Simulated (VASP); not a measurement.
AlP: relaxation of cell and atoms with RPBE

The system is AlP.

```xyz
2
Lattice="3.8544 0.0000 0.0000 1.9272 3.3380 0.0000 1.9272 1.1127 3.1471" Properties=species:S:1:pos:R:3 pbc="T T T"
Al    0.0000    0.0000    0.0000
P     1.9272    1.1127    0.7868
```

| Quantity | Value |
| --- | --- |
| Program | VASP 6.6.1 |
| Task | relaxation of cell and atoms |
| Functional | RPBE |
| Potentials or basis | VASP PAW PBE potentials, release 64 (Al, P) |
| Cutoff | 500 eV |
| k mesh | 7 × 7 × 7 |
| Occupations | gaussian, width 0.01 eV |
| Spin | no spin polarisation |
| Dipole correction | no |
| Further INCAR settings | ALGO = Normal; EDIFF = 1e-07; IBRION = 2; EDIFFG = -0.01; NSW = 80; ISIF = 3 |

```yaml
Relaxed_volume: 21.24 Å³/atom
Relaxed_cell: a = 3.916 Å, b = 3.916 Å, c = 3.916 Å, α = 60.00°, β = 60.00°, γ = 60.00°
Space_group_after_relaxing_to_0.05_Å: F-43m (No. 216)
Energy_gained_by_relaxing: 12.4 meV/atom
Ionic_steps: 3
Pressure_after_relaxing: 0.0 GPa
Band_gap_on_the_k_mesh: 1.86 eV, indirect (least direct gap 3.08 eV)
```

Step by step:
```
step  energy change (eV)  largest force (eV/Å)  pressure (GPa)  volume (Å³)
   1              0.0000                0.0000            4.19        40.49
   2             -0.0169                0.0000           -2.08        43.68
   3             -0.0249                0.0000            0.00        42.48
```

Final structure:
```xyz
2
Lattice="3.9164 0.0000 0.0000 1.9582 3.3917 0.0000 1.9582 1.1306 3.1977" Properties=species:S:1:pos:R:3 pbc="T T T"
Al    0.0000    0.0000    0.0000
P     1.9582    1.1306    0.7994
```

Levels at points of the mesh, in eV from the valence-band top:
```csv
k point,band 1,band 2,band 3,band 4,band 5,band 6,band 7,band 8
"(0.00, 0.00, 0.00)",-11.24,0.00,0.00,0.00,3.08,4.53,4.53,4.53
```

Wall time 51 s on 1 thread of Intel Xeon 8259CL, with other jobs on the host, peak memory 0.15 GiB.

Caveat: the PAW data sets were made with another functional, which shifts forces and pressure a little. A k mesh can miss the band edges.
